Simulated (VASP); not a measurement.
# BP (F-43m) in VASP: G0W0 quasiparticle levels with LDA

Aim: the G0W0 quasiparticle levels of BP with LDA.

Everything below comes from runs of VASP 6.6.1. Logs are shortened: lines on timing, memory, paths and dates and some standing lists are left out, and cuts for length are marked.

## (1) The cell of the first run

It takes space group F-43m (No. 216, cubic). Conventional cell: a = 4.537 Å, b = 4.537 Å, c = 4.537 Å, α = 90.00°, β = 90.00°, γ = 90.00°. B (site symmetry -43m) has 4 P at 1.96 Å within 2.6 Å. Within 2.6 Å of P (site symmetry -43m) lie 4 B at 1.96 Å.

## (2) G0W0 quasiparticle levels, LDA

Contents of POSCAR:

```
BP
1.0
    0.0000000000      2.2683155501      2.2683155501
    2.2683155501      0.0000000000      2.2683155501
    2.2683155501      2.2683155501      0.0000000000
B P
1 1
Direct
    0.0000000000      0.0000000000      0.0000000000
    0.2500000000      0.2500000000      0.2500000000
```

Contents of INCAR.step1:

```
PREC = Accurate
ENCUT = 500
EDIFF = 1E-8
ISMEAR = 0
SIGMA = 0.01
LREAL = False
LASPH = True
NELM = 60
ALGO = Normal
LWAVE = True
LCHARG = False
GGA = CA
```

Contents of INCAR.step2:

```
PREC = Accurate
ENCUT = 500
EDIFF = 1E-8
ISMEAR = 0
SIGMA = 0.01
LREAL = False
LASPH = True
NELM = 1
ALGO = Exact
LWAVE = True
LCHARG = False
GGA = CA
NBANDS = 154
LOPTICS = True
ISTART = 1
```

Contents of INCAR.step3:

```
PREC = Accurate
ENCUT = 500
EDIFF = 1E-8
ISMEAR = 0
SIGMA = 0.01
LREAL = False
LASPH = True
ALGO = EVGW0
LWAVE = False
LCHARG = False
GGA = CA
NELMGW = 1
NBANDS = 154
ENCUTGW = 100.0
NOMEGA = 48
PRECFOCK = Fast
ISTART = 1
NBANDSGW = 12
```

Contents of KPOINTS:

```
Automatic mesh
0
Gamma
  4 4 4
```

Potentials or basis: VASP PAW LDA potentials, release 64 (B_GW, P_GW).

Launch:

```sh
> cat potpaw_LDA.64/B_GW/POTCAR potpaw_LDA.64/P_GW/POTCAR > POTCAR
> cp INCAR.step1 INCAR
> mpirun -np 1 vasp_std > vasp.out
> cp INCAR.step2 INCAR
> mpirun -np 1 vasp_std > vasp.out
> cp INCAR.step3 INCAR
> mpirun -np 1 vasp_std > vasp.out
```

OUTCAR:

```text
PREC = Accurate
   ENCUT = 500
   EDIFF = 1E-8
   ISMEAR = 0
   LREAL = False
   LASPH = True
   GGA = CA
   NELMGW = 1
   ENCUTGW = 100.0
   PRECFOCK = Fast
   ISTART = 1

 ion  position               nearest neighbor table
   1  0.000  0.000  0.000-   2 1.96   2 1.96   2 1.96   2 1.96
   2  0.250  0.250  0.250-   1 1.96   1 1.96   1 1.96   1 1.96

  LATTYP: Found a face centered cubic cell.
 ALAT       =     4.5366311002

  Lattice vectors:

 A1 = (   0.0000000000,   2.2683155501,   2.2683155501)
 A2 = (   2.2683155501,   0.0000000000,   2.2683155501)
 A3 = (   2.2683155501,   2.2683155501,   0.0000000000)

Analysis of symmetry for initial positions (statically):
=====================================================================
 Subroutine PRICEL returns:
 Original cell was already a primitive cell.

 Routine SETGRP: Setting up the symmetry group for a
 face centered cubic supercell.

 Subroutine GETGRP returns: Found 24 space group operations
 (whereof 24 operations were pure point group operations)
 out of a pool of 48 trial point group operations.

The static configuration has the point symmetry T_d .

Analysis of symmetry for dynamics (positions and initial velocities):
=====================================================================
 Subroutine PRICEL returns:
 Original cell was already a primitive cell.

 Routine SETGRP: Setting up the symmetry group for a
 face centered cubic supercell.

 Subroutine GETGRP returns: Found 24 space group operations
 (whereof 24 operations were pure point group operations)
 out of a pool of 48 trial point group operations.

The dynamic configuration has the point symmetry T_d .

 Subroutine INISYM returns: Found 24 space group operations
 (whereof 24 operations are pure point group operations),
 and found     1 'primitive' translations

----------------------------------------------------------------------------------------

                                     Primitive cell

  volume of cell :      23.3421

  direct lattice vectors                    reciprocal lattice vectors
     0.000000000  2.268315550  2.268315550    -0.220427885  0.220427885  0.220427885
     2.268315550  0.000000000  2.268315550     0.220427885 -0.220427885  0.220427885
     2.268315550  2.268315550  0.000000000     0.220427885  0.220427885 -0.220427885

  length of vectors
     3.207882615  3.207882615  3.207882615     0.381792297  0.381792297  0.381792297

  position of ions in fractional coordinates (direct lattice)
     0.000000000  0.000000000  0.000000000
     0.250000000  0.250000000  0.250000000

  ion indices of the primitive-cell ions
   primitive index   ion index
                 1           1
                 2           2

----------------------------------------------------------------------------------------

 KPOINTS: Automatic mesh

Automatic generation of k-mesh.
 Grid dimensions read from file:
 generate k-points for:    4    4    4

 Generating k-lattice:

  Cartesian coordinates                     Fractional coordinates (reciprocal lattice)
    -0.055106971  0.055106971  0.055106971     0.250000000  0.000000000  0.000000000
     0.055106971 -0.055106971  0.055106971     0.000000000  0.250000000  0.000000000
     0.055106971  0.055106971 -0.055106971     0.000000000  0.000000000  0.250000000

  Length of vectors
     0.095448074  0.095448074  0.095448074

  Shift w.r.t. Gamma in fractional coordinates (k-lattice)
     0.000000000  0.000000000  0.000000000

 Subroutine IBZKPT returns following result:
 ===========================================

 Found      8 irreducible k-points:

 Following reciprocal coordinates:
            Coordinates               Weight
  0.000000  0.000000  0.000000      1.000000
  0.250000  0.000000  0.000000      8.000000
  0.500000  0.000000  0.000000      4.000000
  0.250000  0.250000  0.000000      6.000000
  0.500000  0.250000  0.000000     24.000000
 -0.250000  0.250000  0.000000     12.000000
  0.500000  0.500000  0.000000      3.000000
 -0.250000  0.500000  0.250000      6.000000
   k-points           NKPTS =      8   k-points in BZ     NKDIM =     64   number of bands    NBANDS=    154
   number of dos      NEDOS =    301   number of ions     NIONS =      2
   total plane-waves  NPLWV =  13824
   dimension x,y,z NGX =    24 NGY =   24 NGZ =   24
   dimension x,y,z NGXF=    48 NGYF=   48 NGZF=   48
   ions per type =               1   1
   NGX,Y,Z   is equivalent  to a cutoff of  12.44, 12.44, 12.44 a.u.
   NGXF,Y,Z  is equivalent  to a cutoff of  24.88, 24.88, 24.88 a.u.
 SYSTEM =  unknown system
   PREC   = accura    normal or accurate (medium, high low for compatibility)
   ISTART =      1    job   : 0-new  1-cont  2-samecut
   ICHARG =      0    charge: 1-file 2-atom 10-const
   ISPIN  =      1    spin polarized calculation?
   LNONCOLLINEAR =      F non collinear calculations
   LSORBIT =      F    spin-orbit coupling
   LASPH  =      T    aspherical Exc in radial PAW
   ENCUT  =  500.0 eV  36.75 Ry    6.06 a.u.   5.85  5.85  5.85*2*pi/ulx,y,z
   NELM   =     60;   NELMIN=  2; NELMDL=  0     # of ELM steps
   EDIFF  = 0.1E-07   stopping-criterion for ELM
   LREAL  =      F    real-space projection
   EDIFFG = 0.1E-06   stopping-criterion for IOM
   NSW    =      0    number of steps for IOM
   IBRION =     -1    ionic relax: 0-MD 1-quasi-New 2-CG
   NFREE  =      0    steps in history (QN), initial steepest desc. (CG)
   ISIF   =      0    stress and relaxation
   ISYM   =      3    0-nonsym 1-usesym 2-fastsym
   POTIM  = 0.5000    time-step for ionic-motion
   TEBEG  =    0.0;   TEEND  =   0.0 temperature during run
   PSTRESS=    0.0 pullay stress
   NELECT =       8.0000    total number of electrons
   NUPDOWN=      -1.0000    fix difference up-down
   EMIN   =  10.00;   EMAX   =-10.00  energy-range for DOS
   EFERMI =   0.00;   METHOD = LEGACY
   ISMEAR =     0;   SIGMA  =   0.01  broadening in eV -4-tet -1-fermi 0-gaus
   EFERMI_NEDOS =   21; number of points for ismear=-14 and -15
   IALGO  =     38    algorithm
   IMIX   =      4    mixing-type and parameters
     AMIX     =   0.40;   BMIX     =  1.00
     AMIX_MAG =   1.60;   BMIX_MAG =  1.00
  volume/ion in A,a.u.               =      11.67        78.76
  Fermi-wavevector in a.u.,A,eV,Ry     =   1.145666  2.164995 17.858335  1.312551
  Thomas-Fermi vector in A             =   2.282353
   LORBIT       =      0    0 simple, 1 ext, 2 COOP (PROOUT), +10 PAW based schemes
   GGA     = CA    functional components
   LHFCALC =     T    Hartree Fock is set to
   PRECFOCK=fast      Normal, Fast or Accurate (Low or Medium for compatibility)
   ENCUT4O =  -1.0   cutoff for four orbital integrals eV
   NKREDX  =     1    reduce k-point grid by
   NKREDY  =     1    reduce k-point grid by
   NKREDZ  =     1    reduce k-point grid by
   AEXX    =    1.0000 exact exchange contribution
   HFSCREEN=    0.0000 screening length (either q_TF or 0.3 A-1)
   HFSCREENC=   0.0000 screening length for correlation (either q_TF or 0.3 A-1)
   ENCUTFOCK=  -1.0 apply spherical cutoff to Coloumb kernel
   IVDW    =     0    specifies the selected vdW correction
   LEPSILON=     F    determine dielectric tensor
   LRPA    =     F    only Hartree local field effects (RPA)
   LRPAFORCE           =     F    calculate RPA forces
   ENCUTGW             = 100.0    cutoff for response function in eV
   ENCUTGWSOFT         =  80.0    soft cutoff for Coulomb kernel in GW response function in eV
   ENCUTLF             =  -1.0    cutoff for local field effects
   NELMGW              =     1    number of iterations in solving QP/BSE equation
   NELMHF              =     1    number of iterations in the inner HF iteration
   NKREDLFX            =     1    NKREDLFY  =   1   NKREDLFZ  =   1
 non-spin polarized calculation
 Gauss-broadening in eV      SIGMA  =   0.01
  energy-cutoff  :      500.00
  volume of cell :       23.34
 maximum number of plane-waves:       609
  NGX = 14; NGY = 14; NGZ = 14
   NGX = 11   NGY = 11   NGZ = 11
 maximum number of plane-waves:        59
 NGX is ok and might be reduce to    14

 QP shifts <psi_nk| G(iteration)W_0 |psi_nk>: iteration 1
 for sc-GW calculations column KS-energies equals QP-energies in previous step
 and V_xc(KS)=  KS-energies - (<T + V_ion + V_H > + <T+V_H+V_ion>^1  + <V_x>^1)

 k-point   1 :       0.0000    0.0000    0.0000
  band No.  KS-energies  QP-energies   sigma(KS)   V_xc(KS)     V^pw_x(r,r')   Z            occupation Imag(sigma)

      1      -8.3152      -8.9765     -13.0559     -12.1500     -20.4225       0.7299       2.0000       1.4542
      2       7.1010       6.8566     -13.7944     -13.4835     -15.2020       0.7862       2.0000       0.0860
      3       7.1010       6.8566     -13.7944     -13.4835     -15.2020       0.7862       2.0000       0.0860
      4       7.1010       6.8566     -13.7944     -13.4835     -15.2020       0.7862       2.0000       0.0860
      5      10.4605      11.0324     -11.5722     -12.3019      -6.9614       0.7838       0.0000      -0.0705
      6      10.4605      11.0324     -11.5722     -12.3019      -6.9614       0.7838       0.0000      -0.0705
      7      10.4605      11.0324     -11.5722     -12.3019      -6.9614       0.7838       0.0000      -0.0705
      8      14.4828      15.0208     -12.1627     -12.8717      -6.0452       0.7588       0.0000      -0.1824
      9      18.3459      18.5840      -9.6187      -9.9236      -3.3557       0.7808       0.0000      -0.3494
     10      19.1241      19.7556     -11.0994     -11.9227      -4.9202       0.7671       0.0000      -0.2699
     11      19.1241      19.7556     -11.0994     -11.9227      -4.9202       0.7671       0.0000      -0.2699
     12      22.6026      22.9130      -9.8767     -10.2758      -2.7967       0.7777       0.0000      -0.7221

 k-point   2 :       0.2500    0.0000    0.0000
  band No.  KS-energies  QP-energies   sigma(KS)   V_xc(KS)     V^pw_x(r,r')   Z            occupation Imag(sigma)
[... 97 lines left out ...]
      1      -3.1891      -3.6601     -13.6465     -12.9934     -19.0912       0.7212       2.0000       0.6282
      2      -0.8446      -1.5334     -13.6744     -12.7258     -18.3131       0.7262       2.0000       0.3916
      3       1.3838       0.8872     -12.5731     -11.9178     -15.5309       0.7578       2.0000       0.1692
      4       1.5863       1.1130     -12.6169     -11.9903     -15.5386       0.7554       2.0000       0.1670
      5      12.3145      12.8549     -10.9789     -11.6715      -5.8737       0.7802       0.0000      -0.1001
      6      13.7291      14.1977     -10.8376     -11.4364      -5.6029       0.7827       0.0000      -0.1251
      7      14.2575      14.9639     -11.5718     -12.4946      -5.6878       0.7654       0.0000      -0.1623
      8      14.5289      15.0868     -11.5990     -12.3320      -5.5596       0.7611       0.0000      -0.1879
      9      19.7271      20.5248     -11.8273     -12.8893      -4.5632       0.7511       0.0000      -0.4626
     10      23.0712      23.8321     -11.4655     -12.4774      -3.9101       0.7518       0.0000      -0.6780
     11      23.2901      24.0645     -12.1403     -13.1710      -4.5755       0.7513       0.0000      -0.7101
     12      27.6236      28.1264     -11.3565     -12.0293      -3.6795       0.7473       0.0000      -1.0185
```

Wall time 25 s (1 thread of Intel Xeon 6975P-C (Granite Rapids), shared host); peak memory 0.23 GiB.

Results:

| Item | Value |
| --- | --- |
| Quasiparticle gap | 1.82 eV |
| Least direct quasiparticle gap | 4.18 eV |
| Band gap of the starting levels on the mesh | 1.27 eV |
| Least direct gap of the starting levels on the mesh | 3.36 eV |

Caveat: the k points lie up to 0.60 Å⁻¹ apart; bands, screening cutoff and mesh are small and nothing is extrapolated, so the quasiparticle values aren't converged.
